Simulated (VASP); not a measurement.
# PtS2 (P-3m1) in VASP: notebook, part 3 of 3

VASP 6.6.1. The steps go on from the part before.

## 4. Single point, LDA

This run uses another cell than the first one, of the same volume but with other edges.

INCAR reads:

```
PREC = Accurate ; ENCUT = 520
EDIFF = 1E-6 ; ISMEAR = 0
SIGMA = 0.05 ; LREAL = F
LASPH = T ; NELM = 80
ALGO = Normal ; ISIF = 2
LWAVE = F ; LCHARG = F
NBANDS = 18
```

KPOINTS reads:

```
regular mesh
0
Gamma
  12 12 8
```

POSCAR reads:

```
PtS2
1.0
    3.8167959322      0.0000000000      0.0000000000
   -1.9083979661      3.3054422383      0.0000000000
    0.0000000000      0.0000000000      4.3423062065
Pt S
1 2
Direct
    0.0000000000      0.0000000000      0.0000000000
    0.3333333333      0.6666666667      0.2500000000
    0.6666666667      0.3333333333      0.7500000000
```

Potentials or basis: VASP PAW LDA potentials, release 64 (Pt, S).

The run is started by

```bash
$ cat potpaw_LDA.64/Pt/POTCAR potpaw_LDA.64/S/POTCAR > POTCAR
$ mpirun -np 1 vasp_std > vasp.out
```

OUTCAR:

```text
PREC = Accurate
   ENCUT = 520
   EDIFF = 1E-6
   ISMEAR = 0
   LREAL = F
   LASPH = T
   NELM = 80
   ISIF = 2

 ion  position               nearest neighbor table
   1  0.000  0.000  0.000-   2 2.46   3 2.46   2 2.46   3 2.46   3 2.46   2 2.46
   2  0.333  0.667  0.250-   1 2.46   1 2.46   1 2.46
   3  0.667  0.333  0.750-   1 2.46   1 2.46   1 2.46

  LATTYP: Found a hexagonal cell.
 ALAT       =     3.8167959322
 C/A-ratio  =     1.1376836183

  Lattice vectors:

 A1 = (   3.8167959322,   0.0000000000,   0.0000000000)
 A2 = (  -1.9083979661,   3.3054422383,   0.0000000000)
 A3 = (   0.0000000000,   0.0000000000,   4.3423062065)

Analysis of symmetry for initial positions (statically):
=====================================================================
 Subroutine PRICEL returns:
 Original cell was already a primitive cell.

 Routine SETGRP: Setting up the symmetry group for a
 hexagonal supercell.

 Subroutine GETGRP returns: Found 12 space group operations
 (whereof 12 operations were pure point group operations)
 out of a pool of 24 trial point group operations.

The static configuration has the point symmetry D_3d.

Analysis of symmetry for dynamics (positions and initial velocities):
=====================================================================
 Subroutine PRICEL returns:
 Original cell was already a primitive cell.

 Routine SETGRP: Setting up the symmetry group for a
 hexagonal supercell.

 Subroutine GETGRP returns: Found 12 space group operations
 (whereof 12 operations were pure point group operations)
 out of a pool of 24 trial point group operations.

The dynamic configuration has the point symmetry D_3d.

 Subroutine INISYM returns: Found 12 space group operations
 (whereof 12 operations are pure point group operations),
 and found     1 'primitive' translations

[... 113 lines left out ...]
   IALGO  =     38    algorithm
   IMIX   =      4    mixing-type and parameters
     AMIX     =   0.40;   BMIX     =  1.00
     AMIX_MAG =   1.60;   BMIX_MAG =  1.00
  volume/ion in A,a.u.               =      18.26       123.23
  Fermi-wavevector in a.u.,A,eV,Ry     =   1.207812  2.282434 19.848319  1.458810
  Thomas-Fermi vector in A             =   2.343439
   LORBIT       =      0    0 simple, 1 ext, 2 COOP (PROOUT), +10 PAW based schemes
   GGA     = CA    functional components
   LHFCALC =     F    Hartree Fock is set to
   AEXX    =    0.0000 exact exchange contribution
   IVDW    =     0    specifies the selected vdW correction
   LEPSILON=     F    determine dielectric tensor
   LRPA    =     F    only Hartree local field effects (RPA)
 non-spin polarized calculation
 Gauss-broadening in eV      SIGMA  =   0.05
  energy-cutoff  :      520.00
  volume of cell :       54.78
 maximum number of plane-waves:      1492
   NGX = 15   NGY = 15   NGZ = 17

 number of electron      21.9999997 magnetization

 Free energy of the ion-electron system (eV)
  ---------------------------------------------------
  ext. energy  EPLUGINS =         0.00000000
  ---------------------------------------------------
  free energy    TOTEN  =       -17.80358662 eV

  energy without entropy =      -17.80303394  energy(sigma->0) =      -17.80331028

 E-fermi :   6.7996     XC(G=0): -11.0903

 val. band max:        6.7628132673   @ k =   0.0000   0.0000   0.1250
 cond. band min:       6.8107403215   @ k =   0.0000   0.1667   0.1250
 fundamental gap:      0.0479270542
 Fermi energy:         6.7995863964

 k-point     1 :       0.0000    0.0000    0.0000
  band No.  band energies     occupation
      1      -8.4942      2.00000
      2      -4.8604      2.00000
      3       0.1035      2.00000
      4       0.1035      2.00000
      5       0.3056      2.00000
      6       3.1856      2.00000
[... 481 lines left out ...]
      5       1.1768      2.00000
      6       2.4490      2.00000
[... 10 lines left out ...]
     17      15.1866      0.00000
     18      16.1020      0.00000

 [... further k-points ...]

------------------------ aborting loop because EDIFF is reached ----------------------------------------

  FORCE on cell =-STRESS in cart. coord.  units (eV):
  Direction    XX          YY          ZZ          XY          YZ          ZX
  --------------------------------------------------------------------------------------
  -------------------------------------------------------------------------------------
  Total       -6.2758488     -6.2758488     -1.1514005      0.0000000      0.0000000      0.0000000
  in kB     -183.5414226   -183.5414226    -33.6734841      0.0000000      0.0000000      0.0000000
  external PRESSURE =    -133.5854431 kB  Pullay stress =       0.0000000 kB

 VOLUME and BASIS-vectors are now :
 -----------------------------------------------------------------------------
  energy-cutoff  :      520.00
  volume of cell :       54.78
      direct lattice vectors                 reciprocal lattice vectors
     3.816795932  0.000000000  0.000000000     0.261999860  0.151265690  0.000000000
    -1.908397966  3.305442238  0.000000000     0.000000000  0.302531379  0.000000000
     0.000000000  0.000000000  4.342306206     0.000000000  0.000000000  0.230292373

 POSITION                                       TOTAL-FORCE (eV/Angst)
 -----------------------------------------------------------------------------------
      0.00000      0.00000      0.00000         0.000000      0.000000      0.000000
     -0.00000      2.20363      1.08558         0.000000      0.000000     -0.228697
      1.90840      1.10181      3.25673        -0.000000     -0.000000      0.228697
 -----------------------------------------------------------------------------------
    total drift:                               -0.000000     -0.000000     -0.000000

  FREE ENERGIE OF THE ION-ELECTRON SYSTEM (eV)
  ---------------------------------------------------
  free  energy   TOTEN  =       -17.8035866233 eV

  energy  without entropy=      -17.8030339414  energy(sigma->0) =      -17.80331028
```

OSZICAR:

```text
N       E                     dE             d eps       ncg     rms          rms(c)
DAV:   1     0.105525346601E+03    0.10553E+03   -0.10454E+04  4796   0.109E+03
DAV:   2    -0.138363716447E+02   -0.11936E+03   -0.11522E+03  5790   0.217E+02
DAV:   3    -0.190459854094E+02   -0.52096E+01   -0.51671E+01  5778   0.457E+01
DAV:   4    -0.190995384527E+02   -0.53553E-01   -0.53524E-01  6302   0.522E+00
DAV:   5    -0.191002761993E+02   -0.73775E-03   -0.73768E-03  5994   0.590E-01    0.153E+01
DAV:   6    -0.182671750984E+02    0.83310E+00   -0.77571E+00  4898   0.244E+01    0.116E+01
DAV:   7    -0.178319817172E+02    0.43519E+00   -0.15764E+00  4880   0.119E+01    0.516E+00
DAV:   8    -0.178088507478E+02    0.23131E-01   -0.11602E-01  5226   0.200E+00    0.126E+00
DAV:   9    -0.178037626709E+02    0.50881E-02   -0.10478E-02  5500   0.943E-01    0.340E-01
DAV:  10    -0.178036009857E+02    0.16169E-03   -0.17701E-03  5280   0.246E-01    0.928E-02
DAV:  11    -0.178035872306E+02    0.13755E-04   -0.10053E-04  6334   0.880E-02    0.230E-02
DAV:  12    -0.178035867868E+02    0.44381E-06   -0.18936E-05  5382   0.366E-02    0.704E-03
DAV:  13    -0.178035866233E+02    0.16352E-06   -0.67458E-07  3044   0.658E-03
   1 F= -.17803587E+02 E0= -.17803310E+02  d E =-.552682E-03
```

Run time: 2 min. Hardware: 1 thread of AMD EPYC 7R43 (Zen 3), shared host; peak memory 0.2 GiB.

Results:

```yaml
Free_energy: -17.8036 eV
Pressure: -13.4 GPa
Largest_force: 0.229 eV/Å
Band_gap_on_the_k_mesh: zero (band 11 reaches 7.12 eV, above the bottom of band 12 at 6.65 eV)
```

Forces on the atoms (eV/Å):
```
Pt   0.000  0.000  0.000
S    0.000  0.000 -0.229
S    0.000  0.000  0.229
```

Caveat: spin-orbit coupling is left out, which moves the levels of the heavy elements.

## 5. Single point, LDA

This run uses another cell than the first one, of the same volume but with other edges.

INCAR reads:

```
SYSTEM = PtS2
PREC = Accurate
ENCUT = 520
EDIFF = 1E-6
ISMEAR = 0
SIGMA = 0.05
LREAL = .False.
LASPH = .True.
NELM = 100
ALGO = Normal
ISIF = 2
LWAVE = .False.
LCHARG = .False.
GGA = CA
NBANDS = 18
```

KPOINTS reads:

```
Automatic mesh
0
Gamma
  12 12 8
  0 0 0
```

POSCAR reads:

```
PtS2
1.0
    3.2464931106      0.0000000000      0.0000000000
   -1.6232465553      2.8115455070      0.0000000000
    0.0000000000      0.0000000000      6.0019082969
Pt S
1 2
Direct
    0.0000000000      0.0000000000      0.0000000000
    0.3333333333      0.6666666667      0.2500000000
    0.6666666667      0.3333333333      0.7500000000
```

The run is started by

```bash
$ cat potpaw_LDA.64/Pt/POTCAR potpaw_LDA.64/S/POTCAR > POTCAR
$ mpirun -np 1 vasp_std > vasp.out
```

It took 2.7 min on 1 thread of AMD EPYC 7R43 (Zen 3), shared host; peak memory 0.2 GiB.

Results (log left out):

```yaml
Free_energy: -17.4291 eV
Pressure: 0.4 GPa
Largest_force: 1.473 eV/Å
Band_gap_on_the_k_mesh: 0.40 eV, indirect (least direct gap 0.77 eV)
```

Forces on the atoms (eV/Å):
```
Pt   0.000  0.000  0.000
S    0.000  0.000 -1.473
S    0.000  0.000  1.473
```

Stress tensor (GPa, compression positive):
```
  7.28   0.00   0.00
  0.00   7.28   0.00
  0.00   0.00 -13.24
```

Levels at points of the mesh, in eV from the valence-band top:
```
           k point  band 9  band 10  band 11  band 12  band 13  band 14
(0.00, 0.00, 0.00)   -1.12    -0.06    -0.06     2.33     2.33     5.27
(0.50, 0.00, 0.00)   -2.13    -1.81    -1.35     1.59     2.33     5.15
(0.00, 0.00, 0.50)   -1.87    -0.17    -0.17     2.55     2.55     6.35
(0.50, 0.00, 0.50)   -2.13    -1.58    -1.41     1.87     2.71     4.03
```

Caveat: spin-orbit coupling is left out, which moves the levels of the heavy elements; forces of over 1 eV/Å act on the atoms, so gaps and moduli don't describe the material at rest. A k mesh can miss the band edges.

## 6. The runs side by side

```tsv
cell	gap on the mesh (eV)	pressure (GPa)	largest force (eV/Å)
a = 3.592, b = 3.592, c = 4.904 Å, angles 90.0, 90.0, 120.0°, 3 atoms	0.29	-7.0	0.57
a = 3.486, b = 3.486, c = 5.205 Å, angles 90.0, 90.0, 120.0°, 3 atoms	0.61	-3.9	0.84
a = 3.817, b = 3.817, c = 4.342 Å, angles 90.0, 90.0, 120.0°, 3 atoms	none	-13.4	0.23
a = 3.246, b = 3.246, c = 6.002 Å, angles 90.0, 90.0, 120.0°, 3 atoms	0.40	0.4	1.47
```

Alike in all rows: task single point; level LDA; potentials or basis VASP PAW LDA potentials, release 64 (Pt, S); no spin polarisation; k mesh 12 × 12 × 8; cutoff (eV) 520; smearing gaussian 0.05 eV.

Caveats: spin-orbit coupling is left out, which moves the levels of the heavy elements; forces of over 1 eV/Å act on the atoms, so gaps and moduli don't describe the material at rest (some runs).

Absolute energies hang on the potentials; compare differences alone.
